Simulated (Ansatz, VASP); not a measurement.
# Two plane-wave programs on Sb

Contents of INCAR:

```
PREC = Accurate
ENCUT = 520
EDIFF = 1E-6
ISMEAR = 0
SIGMA = 0.1
LREAL = False
LASPH = True
NELM = 80
ALGO = Normal
ISIF = 2
LWAVE = False
LCHARG = False
GGA = PE
NBANDS = 8
```

Contents of KPOINTS:

```
Automatic mesh
0
Gamma
  6 6 6
```

The input POSCAR:

```
Sb
1.0
    3.3726289600      0.0000000000      0.0000000000
    0.0000000000      3.3726289600      0.0000000000
    0.0000000000      0.0000000000      3.0380313500
Sb
1
Direct
    0.5000000000      0.5000000000      0.5000000000
```

Input for Ansatz:

```yaml
crystal:
  lattice:
    - [3.37262896, 0.0, 0.0]
    - [0.0, 3.37262896, 0.0]
    - [0.0, 0.0, 3.03803135]
  atoms:
    - { symbol: Sb, position: [0.5, 0.5, 0.5] }
basis:
  ecutwfc: 420
kpoints:
  mp_grid: { grid: [6, 6, 6] }
hamiltonian:
  xc: pbe
scf:
  occupations: { method: gaussian, width: 0.1 }
  lower_state_search: "off"
output:
  forces: true
  stress: true
  eigenvalues: true
```

Alike in both runs: task single point; functional PBE; k mesh 6 × 6 × 6; occupations gaussian, width 0.1 eV; no spin polarisation.

```csv
,VASP,Ansatz
version,VASP 6.6.1,Ansatz 0.2.0
potentials or method,"VASP PAW PBE potentials, release 64 (Sb), cutoff 520 eV","scalar-relativistic, plane waves, PAW"
valence electrons in the cell,5,15
```

|  | VASP | Ansatz | Ansatz less VASP |
| --- | --- | --- | --- |
| gap on the k mesh at the Fermi level (eV) | none | none | - |
| pressure (GPa) | -4.2 | -4.1 | +0.05 |
| traceless stress, the component that is largest in VASP (GPa) | 7.46 | 7.45 | -0.009 |

A gap of «none» marks a metal or a gap that the smearing closes. VASP's potentials hold 5 valence electrons a cell and Ansatz's 15, so a difference there can come from the potentials and not from the codes.

Spin-orbit coupling is off throughout.
